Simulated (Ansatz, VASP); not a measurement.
## One calculation of PbSe, two programs

```
CELL_PARAMETERS angstrom
4.31185 0.03614 0.51827
0.02621 4.31129 -0.52012
-0.76017 -3.58133 6.57464
ATOMIC_POSITIONS crystal
Pb 0.74184 0.01043 0.74981
Pb 0.24185 0.01053 0.24990
Se 0.24308 0.50752 0.74911
Se 0.74308 0.50762 0.24921
```

Alike in both runs: task single point; functional r2SCAN; k mesh 6 × 8 × 4; no spin polarisation.

|  | VASP | Ansatz |
| --- | --- | --- |
| version | VASP 6.6.1 | Ansatz 0.2.0 |
| potentials or method | VASP PAW PBE potentials, release 64 (Pb_d, Se) | plane waves, PAW |
| plane-wave cutoff (eV) | 520 | 500 |
| occupations | gaussian, width 0.01 eV | fixed |
| valence electrons in the cell | 40 | 60 |

VASP gave:

```
gap on the k mesh at the Fermi level (eV) : 0.61
pressure (GPa)                            : 0.9
```

Problem. What did Ansatz give for the same quantities?

Solution. gap on the k mesh at the Fermi level (eV): 0.60; pressure (GPa): 0.9.

VASP's potentials were made for PBE, not for r2SCAN. VASP's potentials hold 40 valence electrons a cell and Ansatz's 60, so a difference there can come from the potentials and not from the codes.

Spin-orbit coupling is off throughout.
